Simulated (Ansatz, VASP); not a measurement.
## SnO: VASP beside Ansatz

File INCAR:

```
PREC = Accurate
ENCUT = 520
EDIFF = 1E-6
ISMEAR = -1
SIGMA = 0.05
LREAL = F
LASPH = T
NELM = 100
ALGO = Normal
ISIF = 2
LWAVE = F
LCHARG = F
GGA = PS
NBANDS = 28
```

File KPOINTS:

```
Automatic mesh
0
Gamma
  7 7 6
```

Contents of POSCAR:

```
SnO
1.0
    3.8884925471      0.0000000000      0.0000000000
    0.0000000000      3.8884925471      0.0000000000
    0.0000000000      0.0000000000      4.9827594627
Sn O
2 2
Direct
    0.5000000000      0.0000000000      0.7646261400
    0.0000000000      0.5000000000      0.2353738600
    0.0000000000      0.0000000000      0.0000000000
    0.5000000000      0.5000000000      0.0000000000
```

File input.yaml:

```yaml
crystal:
  lattice:
    - [3.8884925471, 0.0, 0.0]
    - [0.0, 3.8884925471, 0.0]
    - [0.0, 0.0, 4.9827594627]
  atoms:
    - { symbol: Sn, position: [0.5, 0.0, 0.76462614] }
    - { symbol: Sn, position: [0.0, 0.5, 0.23537386] }
    - { symbol: O, position: [0.0, 0.0, 0.0] }
    - { symbol: O, position: [0.5, 0.5, 0.0] }
kpoints:
  mp_grid: { grid: [7, 7, 6] }
scf:
  occupations: { method: fermi_dirac, width: 0.05 }
hamiltonian:
  xc: pbesol
  pseudopotentials: { kind: all_electron, lapw: { basis_error: 0.001 } }
output:
  forces: true
  stress: true
  eigenvalues: true
```

Change from the starting cell: volume scaled by 1.06.

Alike in both runs: task single point; functional PBEsol; k mesh 7 × 7 × 6; occupations fermi-dirac, width 0.05 eV; no spin polarisation.

|  | VASP | Ansatz |
| --- | --- | --- |
| version | VASP 6.6.1 | Ansatz 0.2.0 |
| potentials or method | VASP PAW PBE potentials, release 64 (Sn_d, O), cutoff 520 eV | all-electron LAPW, scalar-relativistic |

Ansatz gave:

| Property | Result |
| --- | --- |
| gap on the k mesh at the Fermi level (eV) | 0.55 |
| least direct gap on the mesh (eV) | 1.95 |
| pressure (GPa) | -5.3 |
| traceless stress, the component that is largest in VASP (GPa) | 0.69 |
| rms of the force components (eV/Å) | 0.272 |

Which values does VASP return?

gap on the k mesh at the Fermi level (eV): 0.55; least direct gap on the mesh (eV): 1.92; pressure (GPa): -5.1; traceless stress, the component that is largest in VASP (GPa): 0.70; rms of the force components (eV/Å): 0.241.

VASP's potentials were made for PBE, not for PBEsol. Atom by atom the forces differ by 0.031 eV/Å (rms over components). Ansatz ran all-electron here, and VASP with PAW potentials.
